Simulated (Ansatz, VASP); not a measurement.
One calculation of SiC, two programs

```
Si C
1.0
    -2.18986    2.18986    0.00000
     0.00000    0.00000    4.37971
     2.18986    2.18986    0.00000
Si C
2 2
Direct
  0.00000 0.00000 0.00000
  0.50000 0.50000 0.50000
  0.00000 0.25000 0.50000
  0.50000 0.75000 0.00000
```

Alike in both runs: task single point; functional PBE; k mesh 8 × 6 × 8; occupations fermi-dirac, width 0.02 eV; no spin polarisation.

|  | VASP | Ansatz |
| --- | --- | --- |
| version | VASP 6.6.1 | Ansatz 0.2.0 |
| potentials or method | VASP PAW PBE potentials, release 64 (Si, C), cutoff 520 eV | all-electron LAPW, scalar-relativistic |

|  | VASP | Ansatz | Ansatz less VASP |
| --- | --- | --- | --- |
| gap on the k mesh at the Fermi level (eV) | 1.37 | 1.37 | +0.001 |
| pressure (GPa) | 0.0 | 0.0 | +0.07 |

Ansatz ran all-electron here, and VASP with PAW potentials.
